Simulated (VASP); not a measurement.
Write the native input for VASP 6.6.1 that does the following.

* Task: single point
* Functional: PBE
* Potentials or basis: VASP PAW PBE potentials, release 64 (Mo_sv, P)
* Cutoff: 400 eV
* k mesh: 1 × 1 × 1, shifted
* Occupations: fermi-dirac, width 0.0991 eV
* Spin: no spin polarisation
* Dipole correction: no
* Mended: yes
* Further INCAR settings: LREAL = Auto; ALGO = Normal; EDIFF = 1e-06; NBANDS = 116; ISYM = -1

The structure of Mo11P9 lies in POSCAR:

```
Mo11P9
1.0
    6.0950450000     -0.0853850000      0.1792640000
   -0.0853850000      6.7216350000      0.1703940000
    0.1792640000      0.1703940000      6.7463690000
Mo P
11 9
Direct
    0.7041174159      0.8646554069      0.1562849589
    0.7067468423      0.4814400460      0.9035665317
    0.3705254344      0.5970738543      0.1597696963
    0.5466874779      0.2299237953      0.2926927034
    0.0772295615      0.3119275184      0.3503898086
    0.1194734494      0.9631179688      0.1143161882
    0.3544642232      0.9281937242      0.4881539513
    0.5449687198      0.1367978295      0.8352352500
    0.0633465674      0.2343647093      0.7560583924
    0.5880684907      0.6075474268      0.5153713136
    0.8380454750      0.9643533480      0.5084703478
    0.2728686535      0.3025216806      0.0336547844
    0.2579854158      0.5115238622      0.6081575000
    0.1410101141      0.9048253197      0.7775544382
    0.8448874773      0.1693830079      0.0736878227
    0.0597353872      0.6851174400      0.4110188302
    0.8031512489      0.5301954143      0.2051540284
    0.0668771446      0.6053841074      0.9083670810
    0.6047103457      0.8082408177      0.7778409125
    0.7392619635      0.2945491912      0.5765973561
```

One way to write it, as run:

INCAR

```
SYSTEM = Mo11P9
PREC = Accurate
ENCUT = 400
EDIFF = 1E-6
ISMEAR = -1
SIGMA = 0.0991
LREAL = Auto
LASPH = .TRUE.
NELM = 120
ALGO = Normal
ISIF = 2
LWAVE = .FALSE.
LCHARG = .FALSE.
GGA = PE
NBANDS = 116
ISYM = -1
GGA_COMPAT = .FALSE.
```

KPOINTS

```
explicit points
1
Reciprocal
  0.25000000   0.25000000   0.25000000 1
```

Potentials or basis: VASP PAW PBE potentials, release 64 (Mo_sv, P).

Run with:

```sh
$ cat potpaw_PBE.64/Mo_sv/POTCAR potpaw_PBE.64/P/POTCAR > POTCAR
$ mpirun -np 1 vasp_std > vasp.out
```

It gave:

| Quantity | Value |
| --- | --- |
| Pressure | 23.2 GPa |
| Largest force | 5.097 eV/Å |
| Band gap on the k mesh | zero (an odd number of electrons rules out a gap without spin polarisation) |

Caveat: the atoms stand as in a frame of molecular dynamics.

Wall time 58 s on 1 thread of AMD EPYC 7R13 Processor (Zen 3), with other jobs on the host, peak memory 0.25 GiB.
